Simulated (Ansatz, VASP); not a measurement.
WC: VASP beside Ansatz

```
CELL_PARAMETERS angstrom
0.00000 2.19001 2.19001
2.21191 0.00000 2.19001
2.21191 2.19001 0.00000
ATOMIC_POSITIONS crystal
W 0.00000 0.00000 0.00000
C 0.50000 0.50000 0.50000
```

Change from the starting cell: strain +0.0100 x Voigt [1, 0, 0, 0, 0, 0], atoms carried along.

Alike in both runs: task single point; functional PBE; k mesh 24 × 24 × 24; occupations gaussian, width 0.15 eV; no spin polarisation.

```csv
,VASP,Ansatz
version,VASP 6.6.1,Ansatz 0.2.0
potentials or method,"VASP PAW PBE potentials, release 64 (W_sv, C), cutoff 520 eV","scalar-relativistic, plane waves, PAW"
valence electrons in the cell,18,18
```

VASP gave:

```
gap on the k mesh at the Fermi level (eV)                     : none
pressure (GPa)                                                : -2.6
traceless stress, the component that is largest in VASP (GPa) : -3.49
```

**Question.** What did Ansatz give for the same quantities?

**Answer.** gap on the k mesh at the Fermi level (eV): none; pressure (GPa): -3.5; traceless stress, the component that is largest in VASP (GPa): -3.47.

A gap of «none» marks a metal or a gap that the smearing closes.

Neither program's run includes spin-orbit coupling.
